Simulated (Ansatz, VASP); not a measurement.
**Hf in VASP and in Ansatz**

Contents of INCAR:

```
PREC = Accurate
ENCUT = 520
EDIFF = 1E-8
ISMEAR = -1
SIGMA = 0.05
LREAL = F
LASPH = T
NELM = 100
ALGO = Normal
ISIF = 2
LWAVE = F
LCHARG = F
GGA = PE
LEFG = T
NBANDS = 11
```

The input KPOINTS:

```
regular mesh
0
Gamma
  14 14 14
```

Contents of POSCAR:

```
Hf
1.0
   -1.7689000000      1.8050000000      1.8050000000
    1.8050000000     -1.7689000000      1.8050000000
    1.8050000000      1.8050000000     -1.7689000000
Hf
1
Direct
    0.0000000000      0.0000000000      0.0000000000
```

Input for Ansatz:

```yaml
crystal:
  lattice:
    - [-1.7689, 1.805, 1.805]
    - [1.805, -1.7689, 1.805]
    - [1.805, 1.805, -1.7689]
  atoms:
    - { symbol: Hf, position: [0.0, 0.0, 0.0] }
kpoints:
  mp_grid: { grid: [14, 14, 14] }
scf:
  occupations: { method: fermi_dirac, width: 0.05 }
hamiltonian:
  xc: pbe
  pseudopotentials: { kind: all_electron, datasets: crystal }
output:
  forces: true
  stress: true
  eigenvalues: true
  efg: { contact_densities: true }
```

Change from the starting cell: equal xy, yz and zx shear strains of +2 %, crystal datasets.

Alike in both runs: task electric field gradients; functional PBE; k mesh 14 × 14 × 14; occupations fermi-dirac, width 0.05 eV; no spin polarisation.

|  | VASP | Ansatz |
| --- | --- | --- |
| version | VASP 6.6.1 | Ansatz 0.2.0 |
| potentials or method | VASP PAW PBE potentials, release 64 (Hf_pv), cutoff 520 eV | all-electron PAW with datasets made for the crystal, scalar-relativistic |

```csv
,VASP,Ansatz,Ansatz less VASP
pressure (GPa),-5.2,-4.9,+0.37
"traceless stress, the component that is largest in VASP (GPa)",-0.98,-1.00,-0.011
size of Vzz on the site where it differs most (V/Å²),36.4,37.0,+0.65
```

Ansatz ran all-electron here, and VASP with PAW potentials.

Neither program's run includes spin-orbit coupling.
